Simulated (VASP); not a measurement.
# Al (a cell with a defect) in VASP: notebook

Al (a cell with a defect) is run at these levels: r2SCAN; tasks: single point.

Program: VASP 6.6.1. These are calculated values, not measurements. Logs are shortened: lines on timing, memory, paths and dates and some standing lists are left out, and cuts for length are marked.

## 1. The cell of the first run

The cell holds a defect, 31 atoms: a = 8.100 Å, b = 8.100 Å, c = 8.100 Å, α = 90.00°, β = 90.00°, γ = 90.00°.

## 2. Single point, r2SCAN

POSCAR

```
Al
1.0
    8.1000000000      0.0000000000      0.0000000000
    0.0000000000      8.1000000000      0.0000000000
    0.0000000000      0.0000000000      8.1000000000
Al
31
Direct
    0.4986462963     -0.0033060494      0.0019669136
    0.7501553086      0.2468567901      0.0028997531
    0.0016934568     -0.0033267901      0.0019250617
    0.2501430864      0.2500406173     -0.0049727160
    0.4953745679      0.5020395062     -0.0024643210
    0.7501520988      0.7484306173     -0.0002008642
    0.2501744444     -0.0024343210      0.2477718519
    0.4828877778      0.2575202469      0.2448058025
    0.7501537037      0.4999704938      0.2481532099
    0.4856617284     -0.0041017284      0.5060079012
    0.7501220988      0.0625750617      0.3065301235
    0.7502034568     -0.0030044444      0.7528877778
    0.0049670370      0.5019987654     -0.0024297531
    0.2501618519      0.7484475309     -0.0016429630
    0.0173776543      0.2574883951      0.2448641975
    0.2501407407      0.5074644444      0.2472314815
    0.4987287654      0.7505948148      0.2465944444
    0.0146056790     -0.0041295062      0.5060082716
    0.2501786420      0.2520966667      0.5022977778
    0.4962855556      0.5011135802      0.5021758025
    0.7501644444      0.7535564198      0.4960255556
    0.2501725926     -0.0028249383      0.7562070370
    0.4968943210      0.2521939506      0.7516975309
    0.7501445679      0.4988851852      0.7493933333
    0.0015790123      0.7505572840      0.2465771605
    0.0040455556      0.5011319753      0.5021862963
    0.2501580247      0.7460580247      0.5005551852
    0.0034216049      0.2521949383      0.7517090123
    0.2501841975      0.4999802469      0.7505327160
    0.4953333333      0.7475198765      0.7520097531
    0.0050161728      0.7475260494      0.7520258025
```

INCAR.step1

```
SYSTEM = Al
PREC = Accurate
ENCUT = 520
ISMEAR = -1
SIGMA = 0.05
LREAL = Auto
LASPH = .True.
NELM = 100
NBANDS = 68
GGA = PE
ALGO = Normal
EDIFF = 1E-4
LWAVE = .True.
LCHARG = .False.
```

INCAR.step2

```
SYSTEM = Al
PREC = Accurate
ENCUT = 520
EDIFF = 1E-6
ISMEAR = -1
SIGMA = 0.05
LREAL = Auto
LASPH = .True.
NELM = 100
ALGO = Normal
ISIF = 2
LWAVE = .False.
LCHARG = .True.
METAGGA = R2SCAN
LMIXTAU = .True.
LELF = .True.
LVHAR = .True.
NBANDS = 68
ISTART = 1
```

KPOINTS

```
Automatic mesh
0
Gamma
  2 2 2
  0 0 0
```

Potentials or basis: VASP PAW PBE potentials, release 64 (Al).

The run is started by

```sh
cat potpaw_PBE.64/Al/POTCAR > POTCAR
cp INCAR.step1 INCAR
mpirun -np 1 vasp_std > vasp.out
cp INCAR.step2 INCAR
mpirun -np 1 vasp_std > vasp.out
```

OUTCAR:

```text
SYSTEM = Al
   PREC = Accurate
   ENCUT = 520
   EDIFF = 1E-6
   ISMEAR = -1
   LREAL = Auto
   LASPH = .True.
   NELM = 100
   ISIF = 2
   METAGGA = R2SCAN
   ISTART = 1

 ion  position               nearest neighbor table
   1  0.499  0.997  0.002-  17 2.81  22 2.83   7 2.83  14 2.85  30 2.86   6 2.86  12 2.87   2 2.87
                             4 2.88   8 2.89  23 2.90  11 3.24
   2  0.750  0.247  0.003-   9 2.85  12 2.86   1 2.87   3 2.87  11 2.88  28 2.89  23 2.89  24 2.90
                            13 2.92   5 2.92   8 2.92  15 2.92
   3  0.002  0.997  0.002-  25 2.81  22 2.83   7 2.83  14 2.84  31 2.86   6 2.86  12 2.87   2 2.87
                             4 2.87  15 2.89  28 2.90  11 3.24
   4  0.250  0.250  0.995-   8 2.77  15 2.77  28 2.81  23 2.81  22 2.82  29 2.83  13 2.85   5 2.85
                             3 2.87   1 2.88   7 2.89  16 2.92
   5  0.495  0.502  0.998-  30 2.81  14 2.82   8 2.82  29 2.82  16 2.84  23 2.84   4 2.85  17 2.85
                             6 2.87  24 2.88   9 2.89   2 2.92
   6  0.750  0.748  1.000-  12 2.84   9 2.85  25 2.85  17 2.85   1 2.86   3 2.86  24 2.86   5 2.87
                            13 2.87  30 2.88  31 2.88
   7  0.250  0.998  0.248-   8 2.83  15 2.83  10 2.83   1 2.83  18 2.83   3 2.83  17 2.84  25 2.84
                            14 2.86  27 2.89   4 2.89  19 2.92
   8  0.483  0.258  0.245-  11 2.73   4 2.77  16 2.77  19 2.81   5 2.82   7 2.83  20 2.87   1 2.89
                             2 2.92   9 2.92  10 2.99
   9  0.750  0.500  0.248-   6 2.85   2 2.85  21 2.87  25 2.88  17 2.88  13 2.89   5 2.89  20 2.91
[... 31 lines left out ...]
  25  0.002  0.751  0.247-   3 2.81  16 2.82   7 2.84  14 2.85  13 2.85   6 2.85  21 2.87   9 2.88
                            27 2.88  26 2.89  18 2.89  11 3.28
  26  0.004  0.501  0.502-  27 2.81  29 2.83  19 2.84  31 2.84  28 2.85  24 2.87  16 2.87  15 2.87
                            25 2.89  21 2.90   9 2.91
  27  0.250  0.746  0.501-  10 2.78  18 2.78  26 2.81  20 2.81  16 2.82  29 2.84  31 2.84  30 2.84
                            17 2.88  25 2.88   7 2.89  22 2.90
  28  0.003  0.252  0.752-   4 2.81  29 2.83  13 2.84  19 2.84  26 2.85  24 2.86  22 2.87  18 2.88
                             2 2.89   3 2.90  12 2.91
  29  0.250  0.500  0.751-   5 2.82  13 2.82  30 2.82  31 2.82   4 2.83  20 2.83  26 2.83  23 2.83
                            28 2.83  27 2.84  19 2.84  14 2.84
  30  0.495  0.748  0.752-   5 2.81  14 2.82  29 2.82  10 2.83  22 2.83  20 2.84  27 2.84   1 2.86
                             6 2.88  24 2.88  12 2.89  21 2.93
  31  0.005  0.748  0.752-  13 2.81  14 2.81  29 2.82  18 2.83  22 2.83  26 2.84  27 2.84   3 2.86
                             6 2.88  24 2.88  12 2.89  21 2.93

  LATTYP: Found a simple cubic cell.
 ALAT       =     8.1000000000

  Lattice vectors:

 A1 = (   8.1000000000,   0.0000000000,   0.0000000000)
 A2 = (   0.0000000000,   8.1000000000,   0.0000000000)
 A3 = (   0.0000000000,   0.0000000000,   8.1000000000)

Analysis of symmetry for initial positions (statically):
=====================================================================
 Subroutine PRICEL returns:
 Original cell was already a primitive cell.

 Routine SETGRP: Setting up the symmetry group for a
 simple cubic supercell.

 Subroutine GETGRP returns: Found  1 space group operations
 (whereof  1 operations were pure point group operations)
 out of a pool of 48 trial point group operations.

The static configuration has the point symmetry C_1 .

Analysis of symmetry for dynamics (positions and initial velocities):
=====================================================================
 Subroutine PRICEL returns:
 Original cell was already a primitive cell.

 Routine SETGRP: Setting up the symmetry group for a
 simple cubic supercell.

 Subroutine GETGRP returns: Found  1 space group operations
 (whereof  1 operations were pure point group operations)
 out of a pool of 48 trial point group operations.

The dynamic configuration has the point symmetry C_1 .

 Subroutine INISYM returns: Found  1 space group operations
 (whereof  1 operations are pure point group operations),
 and found     1 'primitive' translations

----------------------------------------------------------------------------------------

                                     Primitive cell

  volume of cell :     531.4410

  direct lattice vectors                    reciprocal lattice vectors
     8.100000000  0.000000000  0.000000000     0.123456790  0.000000000  0.000000000
     0.000000000  8.100000000  0.000000000     0.000000000  0.123456790  0.000000000
     0.000000000  0.000000000  8.100000000     0.000000000  0.000000000  0.123456790

  length of vectors
     8.100000000  8.100000000  8.100000000     0.123456790  0.123456790  0.123456790

[... 68 lines left out ...]

 KPOINTS: Automatic mesh

Automatic generation of k-mesh.
 Grid dimensions read from file:
 generate k-points for:    2    2    2

 Generating k-lattice:

  Cartesian coordinates                     Fractional coordinates (reciprocal lattice)
     0.061728395  0.000000000  0.000000000     0.500000000  0.000000000  0.000000000
     0.000000000  0.061728395  0.000000000     0.000000000  0.500000000  0.000000000
     0.000000000  0.000000000  0.061728395     0.000000000  0.000000000  0.500000000

  Length of vectors
     0.061728395  0.061728395  0.061728395

  Shift w.r.t. Gamma in fractional coordinates (k-lattice)
     0.000000000  0.000000000  0.000000000

 Subroutine IBZKPT returns following result:
 ===========================================

 Found      8 irreducible k-points:

 Following reciprocal coordinates:
            Coordinates               Weight
  0.000000  0.000000  0.000000      1.000000
  0.500000  0.000000  0.000000      1.000000
  0.000000  0.500000  0.000000      1.000000
  0.000000  0.000000  0.500000      1.000000
  0.500000  0.500000  0.000000      1.000000
  0.000000  0.500000  0.500000      1.000000
  0.500000  0.000000  0.500000      1.000000
  0.500000  0.500000  0.500000      1.000000
   k-points           NKPTS =      8   k-points in BZ     NKDIM =      8   number of bands    NBANDS=     68
   number of dos      NEDOS =    301   number of ions     NIONS =     31
   total plane-waves  NPLWV = 216000
   dimension x,y,z NGX =    60 NGY =   60 NGZ =   60
   dimension x,y,z NGXF=   120 NGYF=  120 NGZF=  120
   ions per type =              31
   NGX,Y,Z   is equivalent  to a cutoff of  12.31, 12.31, 12.31 a.u.
   NGXF,Y,Z  is equivalent  to a cutoff of  24.63, 24.63, 24.63 a.u.
 SYSTEM =  Al
   PREC   = accura    normal or accurate (medium, high low for compatibility)
   ISTART =      1    job   : 0-new  1-cont  2-samecut
   ICHARG =      0    charge: 1-file 2-atom 10-const
   ISPIN  =      1    spin polarized calculation?
   LNONCOLLINEAR =      F non collinear calculations
   LSORBIT =      F    spin-orbit coupling
   LASPH  =      T    aspherical Exc in radial PAW
   ENCUT  =  520.0 eV  38.22 Ry    6.18 a.u.  15.06 15.06 15.06*2*pi/ulx,y,z
   NELM   =    100;   NELMIN=  2; NELMDL=  0     # of ELM steps
   EDIFF  = 0.1E-05   stopping-criterion for ELM
   LREAL  =      T    real-space projection
   EDIFFG = 0.1E-04   stopping-criterion for IOM
   NSW    =      0    number of steps for IOM
[... 5 lines left out ...]
   TEBEG  =    0.0;   TEEND  =   0.0 temperature during run
   PSTRESS=    0.0 pullay stress
   NELECT =      93.0000    total number of electrons
   NUPDOWN=      -1.0000    fix difference up-down
   EMIN   =  10.00;   EMAX   =-10.00  energy-range for DOS
   EFERMI =   0.00;   METHOD = LEGACY
   ISMEAR =    -1;   SIGMA  =   0.05  broadening in eV -4-tet -1-fermi 0-gaus
   EFERMI_NEDOS =   21; number of points for ismear=-14 and -15
   IALGO  =     38    algorithm
   IMIX   =      4    mixing-type and parameters
     AMIX     =   0.40;   BMIX     =  1.00
     AMIX_MAG =   1.60;   BMIX_MAG =  1.00
  volume/ion in A,a.u.               =      17.14       115.69
  Fermi-wavevector in a.u.,A,eV,Ry     =   0.915695  1.730412 11.408446  0.838497
  Thomas-Fermi vector in A             =   2.040466
   LORBIT       =      0    0 simple, 1 ext, 2 COOP (PROOUT), +10 PAW based schemes
   METAGGA = R2SCAN    functional components
   LHFCALC =     F    Hartree Fock is set to
   AEXX    =    0.0000 exact exchange contribution
   IVDW    =     0    specifies the selected vdW correction
   LEPSILON=     F    determine dielectric tensor
   LRPA    =     F    only Hartree local field effects (RPA)
 non-spin polarized calculation
  energy-cutoff  :      520.00
  volume of cell :      531.44
 maximum number of plane-waves:     14400
   NGX = 31   NGY = 31   NGZ = 31

 number of electron      93.0000000 magnetization

 Free energy of the ion-electron system (eV)
  ---------------------------------------------------
  ext. energy  EPLUGINS =         0.00000000
  ---------------------------------------------------
  free energy    TOTEN  =      -206.74466367 eV

  energy without entropy =     -206.58835856  energy(sigma->0) =     -206.66651112

 E-fermi :   7.2968     XC(G=0): -10.7104

 val. band max:        7.2913213730   @ k =   0.5000   0.5000   0.5000
 cond. band min:       7.3056050509   @ k =   0.5000   0.5000   0.5000
 fundamental gap:      0.0142836778
 Fermi energy:         7.2967591411

 k-point     1 :       0.0000    0.0000    0.0000
  band No.  band energies     occupation
      1      -4.0674      2.00000
      2      -1.8169      2.00000
      3      -1.7887      2.00000
      4      -1.7348      2.00000
      5      -1.7136      2.00000
      6      -1.6238      2.00000
[... 477 lines left out ...]
     57      11.1806      0.00000
     58      11.1879      0.00000
 [bands above 58 left out]

------------------------ aborting loop because EDIFF is reached ----------------------------------------

  FORCE on cell =-STRESS in cart. coord.  units (eV):
  Direction    XX          YY          ZZ          XY          YZ          ZX
  --------------------------------------------------------------------------------------
  -------------------------------------------------------------------------------------
  Total      -12.4712602    -12.6459363    -12.6785106     -0.0009243      0.0056807      0.0007468
  in kB      -37.5980972    -38.1247069    -38.2229115     -0.0027865      0.0171261      0.0022515
  external PRESSURE =     -37.9819052 kB  Pullay stress =       0.0000000 kB

 VOLUME and BASIS-vectors are now :
 -----------------------------------------------------------------------------
  energy-cutoff  :      520.00
  volume of cell :      531.44
      direct lattice vectors                 reciprocal lattice vectors
     8.100000000  0.000000000  0.000000000     0.123456790  0.000000000  0.000000000
     0.000000000  8.100000000  0.000000000     0.000000000  0.123456790  0.000000000
     0.000000000  0.000000000  8.100000000     0.000000000  0.000000000  0.123456790

 POSITION                                       TOTAL-FORCE (eV/Angst)
 -----------------------------------------------------------------------------------
      4.03904      8.07322      0.01593         0.011415      0.020649      0.020194
      6.07626      1.99954      0.02349        -0.000103      0.026972     -0.008385
      0.01372      8.07305      0.01559        -0.011533      0.022120      0.020941
      2.02616      2.02533      8.05972        -0.000768      0.009475      0.034002
      4.01253      4.06652      8.08004         0.003523      0.019151      0.013586
      6.07623      6.06229      8.09837        -0.000407      0.026869      0.020897
[... 23 lines left out ...]
      4.01220      6.05491      6.09128         0.007190      0.016584      0.017692
      0.04063      6.05496      6.09141        -0.009529      0.014453      0.017600
 -----------------------------------------------------------------------------------
    total drift:                                0.001091     -0.024847     -0.001443

  FREE ENERGIE OF THE ION-ELECTRON SYSTEM (eV)
  ---------------------------------------------------
  free  energy   TOTEN  =      -206.7446636721 eV

  energy  without entropy=     -206.5883585627  energy(sigma->0) =     -206.66651112
```

Wall time 9.4 min (1 thread of Intel Xeon 6975P-C (Granite Rapids), shared host); peak memory 0.61 GiB.

What came out:

```
Free energy            : -206.7447 eV
Pressure               : -3.8 GPa
Largest force          : 0.613 eV/Å
Band gap on the k mesh : zero (an odd number of electrons rules out a gap without spin polarisation)
```

Forces on the atoms (eV/Å):
```
Al   0.011  0.021  0.020
Al   0.000  0.027 -0.008
Al  -0.012  0.022  0.021
Al  -0.001  0.009  0.034
Al   0.004  0.019  0.014
Al   0.000  0.027  0.021
Al  -0.001  0.002  0.002
Al   0.064 -0.008  0.039
Al   0.000  0.048 -0.028
Al   0.027  0.031  0.011
Al  -0.001 -0.469 -0.394
Al  -0.002 -0.020  0.024
Al  -0.006  0.020  0.011
Al   0.001  0.009  0.005
Al  -0.064 -0.008  0.039
Al   0.002  0.009  0.002
Al   0.009  0.035  0.020
Al  -0.026  0.031  0.009
Al  -0.001  0.014  0.017
Al   0.000  0.028  0.003
Al  -0.001  0.003  0.025
Al   0.001  0.010  0.011
Al  -0.010 -0.003  0.017
Al   0.002  0.011 -0.006
Al  -0.006  0.036  0.021
Al  -0.001  0.028  0.004
Al   0.000  0.027  0.001
Al   0.011 -0.001  0.015
Al   0.000  0.014  0.014
Al   0.007  0.017  0.018
Al  -0.010  0.014  0.018
```

Levels at points of the mesh, in eV from the Fermi level:
```tsv
k point	band 42	band 43	band 44	band 45	band 46	band 47	band 48	band 49	band 50	band 51
(0.00, 0.00, 0.00)	-0.43	-0.21	-0.16	-0.14	0.34	0.52	0.54	0.60	0.62	0.70
(0.50, 0.00, 0.00)	-0.54	-0.50	-0.19	-0.18	-0.17	-0.15	-0.13	0.20	0.42	0.60
(0.00, 0.50, 0.00)	-0.63	-0.54	-0.21	-0.12	-0.07	-0.06	0.07	0.12	0.18	0.51
(0.00, 0.00, 0.50)	-0.64	-0.52	-0.21	-0.12	-0.08	-0.07	0.06	0.13	0.19	0.51
(0.50, 0.50, 0.00)	-0.96	-0.81	-0.81	-0.02	0.02	0.15	0.73	1.25	1.27	1.34
(0.00, 0.50, 0.50)	-1.03	-0.99	-0.98	0.02	0.04	0.17	0.74	1.24	1.29	1.31
(0.50, 0.00, 0.50)	-0.96	-0.81	-0.79	-0.01	0.01	0.14	0.72	1.25	1.29	1.34
(0.50, 0.50, 0.50)	-0.48	-0.46	-0.44	-0.39	-0.37	-0.31	-0.26	-0.21	-0.07	-0.01
```

Caveat: the k points lie up to 0.39 Å⁻¹ apart, too coarse for converged energies and pressures of a metal; the PAW data sets were made with another functional, which shifts forces and pressure a little.

(Part 1 of 2 ends here.)

The gap in the log of VASP goes by the Fermi energy; the results here count the filled bands.